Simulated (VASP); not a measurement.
Input of a VASP 6.6.1 run:

The input INCAR:

```
SYSTEM = Na2I
PREC     = Accurate       ! precision mode
ENCUT    = 520            ! plane-wave cutoff, eV
EDIFF    = 1E-6           ! SCF threshold, eV
ISMEAR   = 0              ! smearing method
SIGMA    = 0.1            ! smearing width, eV
LREAL    = .False.        ! projectors in reciprocal space
LASPH    = .True.         ! aspherical terms in the spheres
NELM     = 60             ! most SCF steps
ALGO     = Normal         ! electronic algorithm
ISIF     = 2              ! what is computed and relaxed
LWAVE    = .False.        ! write WAVECAR
LCHARG   = .True.         ! write CHGCAR
GGA      = PE             ! functional
LELF     = .True.         ! ELF
LVHAR    = .True.       
NBANDS   = 18             ! bands
```

Contents of KPOINTS:

```
Automatic mesh
0
Gamma
  6 6 4
  0 0 0
```

File POSCAR:

```
Na2I
1.0
    4.7791018800      0.0000000000      0.0000000000
   -2.3895509400      4.1388236300      0.0000000000
    0.0000000000      0.0000000000      5.0687089200
Na I
2 1
Direct
    0.3333333300      0.6666666700      0.0000000000
    0.6666666700      0.3333333300      0.0000000000
    0.0000000000      0.0000000000      0.5000000000
```

Potentials or basis: VASP PAW PBE potentials, release 64 (Na_pv, I).

Run with:

```bash
$ cat potpaw_PBE.64/Na_pv/POTCAR potpaw_PBE.64/I/POTCAR > POTCAR
$ mpirun -np 1 vasp_std > vasp.out
```

**Question.** Predict the pressure.

**Answer.** 1.6 GPa.

Stress tensor (GPa, compression positive):
```
 3.36  0.00  0.00
 0.00  3.36  0.00
 0.00  0.00 -2.00
```

Caveat: an odd number of electrons without spin polarisation forces a metal; a magnetic or distorted state may lie lower.
